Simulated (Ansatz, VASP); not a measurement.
# RbZrBr2 in VASP and in Ansatz

Contents of INCAR:

```
SYSTEM = RbZrBr2
ALGO     = Normal         ! electronic algorithm
EDIFF    = 1E-6           ! SCF threshold, eV
EDIFFG   = -0.01          ! ionic threshold
ENCUT    = 600            ! plane-wave cutoff, eV
GGA      = PE             ! functional
IBRION   = 2              ! ionic algorithm
ISIF     = 3              ! what is computed and relaxed
ISMEAR   = 0              ! smearing method
LASPH    = .TRUE.         ! aspherical terms in the spheres
LCHARG   = .FALSE.        ! write CHGCAR
LREAL    = .FALSE.        ! projectors in reciprocal space
LWAVE    = .FALSE.        ! write WAVECAR
NELM     = 100            ! most SCF steps
NSW      = 100            ! ionic steps
PREC     = Accurate       ! precision mode
SIGMA    = 0.1            ! smearing width, eV
```

The input KPOINTS:

```
k-points
0
G
  14 14 6
  0 0 0
```

Contents of POSCAR:

```
RbZrBr2
1.0
    3.5370919788      0.0000000000      0.0000000000
    0.0000000000      3.5370919788      0.0000000000
    0.0000000000      0.0000000000      8.9041293606
Rb Zr Br
1 1 2
Direct
    0.0000000000      0.0000000000      0.5000000000
    0.0000000000      0.0000000000      0.0000000000
    0.5000000000      0.5000000000      0.1833448770
    0.5000000000      0.5000000000      0.8166551230
```

Input for Ansatz:

```yaml
crystal:
  lattice:
    - [3.5370919788, 0.0, 0.0]
    - [0.0, 3.5370919788, 0.0]
    - [0.0, 0.0, 8.9041293606]
  atoms:
    - { symbol: Rb, position: [0.0, 0.0, 0.5] }
    - { symbol: Zr, position: [0.0, 0.0, 0.0] }
    - { symbol: Br, position: [0.5, 0.5, 0.183344877] }
    - { symbol: Br, position: [0.5, 0.5, 0.816655123] }
basis:
  ecutwfc: 420
kpoints:
  mp_grid: { grid: [14, 14, 6] }
hamiltonian:
  xc: pbe
scf:
  occupations: { method: gaussian, width: 0.1 }
output:
  forces: true
  stress: true
  eigenvalues: true
  write_density: true
  write_potential: true
  elf: true
  volumetric_format: npy
relax:
  adjacent_minimum: "off"
  f_tol: 0.01
  max_steps: 80
  cell: { stress_tol: 0.05 }
```

Alike in both runs: task relaxation of cell and atoms; functional PBE; k mesh 14 × 14 × 6; occupations gaussian, width 0.1 eV; no spin polarisation.

|  | VASP | Ansatz |
| --- | --- | --- |
| version | VASP 6.6.1 | Ansatz 0.2.0 |
| potentials or method | VASP PAW PBE potentials, release 64 (Rb_sv, Zr_sv, Br), cutoff 600 eV | scalar-relativistic, plane waves, PAW |
| valence electrons in the cell | 35 | 35 |

|  | VASP | Ansatz | Ansatz less VASP |
| --- | --- | --- | --- |
| gap on the k mesh at the Fermi level, each at its own relaxed structure (eV) | none | none | - |
| relaxed volume (Å³/atom) | 27.06 | 27.02 | -0.039 |
| relaxed cell length with the largest relative difference (Å) | 8.673 | 8.662 | -0.0103 |

A gap of «none» marks a metal or a gap that the smearing closes.
